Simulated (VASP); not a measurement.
Wanted: the native input for a VASP 6.6.1 run.

* Task: single point
* Functional: PBE
* Potentials or basis: VASP PAW PBE potentials, release 64 (Na_pv, H)
* Cutoff: 520 eV
* k mesh: 4 × 4 × 4
* Occupations: gaussian, width 0.1 eV
* Spin: no spin polarisation
* Dipole correction: no
* Further INCAR settings: ALGO = Normal; EDIFF = 1e-06; NBANDS = 18

The structure of NaH8 lies in POSCAR:

```
NaH8
1.0
    4.0361407636      0.0000000000      0.0000000000
    0.0000000000      4.0361407636      0.0000000000
    0.0000000000      0.0000000000      4.0361407636
Na H
1 8
Direct
    0.0000000000      0.0000000000      0.0000000000
    0.6509102011      0.6509102011      0.6509102011
    0.3490897989      0.3490897989      0.6509102011
    0.3490897989      0.6509102011      0.3490897989
    0.6509102011      0.3490897989      0.3490897989
    0.6509102011      0.6509102011      0.3490897989
    0.3490897989      0.3490897989      0.3490897989
    0.6509102011      0.3490897989      0.6509102011
    0.3490897989      0.6509102011      0.6509102011
```

The cell was generated, and may not be a known phase.

The input as run:

INCAR

```
SYSTEM = NaH8
PREC = Accurate ; ENCUT = 520
EDIFF = 1E-6 ; ISMEAR = 0
SIGMA = 0.1 ; LREAL = .FALSE.
LASPH = .TRUE. ; NELM = 80
ALGO = Normal ; ISIF = 2
LWAVE = .FALSE. ; LCHARG = .FALSE.
GGA = PE ; NBANDS = 18
```

KPOINTS

```
regular mesh
0
G
  4 4 4
  0 0 0
```

Potentials or basis: VASP PAW PBE potentials, release 64 (Na_pv, H).

Run with:

```sh
$ cat potpaw_PBE.64/Na_pv/POTCAR potpaw_PBE.64/H/POTCAR > POTCAR
$ mpirun -np 1 vasp_std > vasp.out
```

Results of the run:

The pressure is -0.2 GPa, the largest force is 0.005 eV/Å and the band gap on the k mesh is zero (an odd number of electrons rules out a gap without spin polarisation).

Caveat: the k points lie up to 0.39 Å⁻¹ apart, too coarse for converged energies and pressures of a metal.

It took 11 s on 1 thread of Intel(R) Xeon(R) Platinum 8259CL CPU @ 2.50GHz (Skylake/Cascade Lake), with other jobs on the host, peak memory 0.15 GiB.
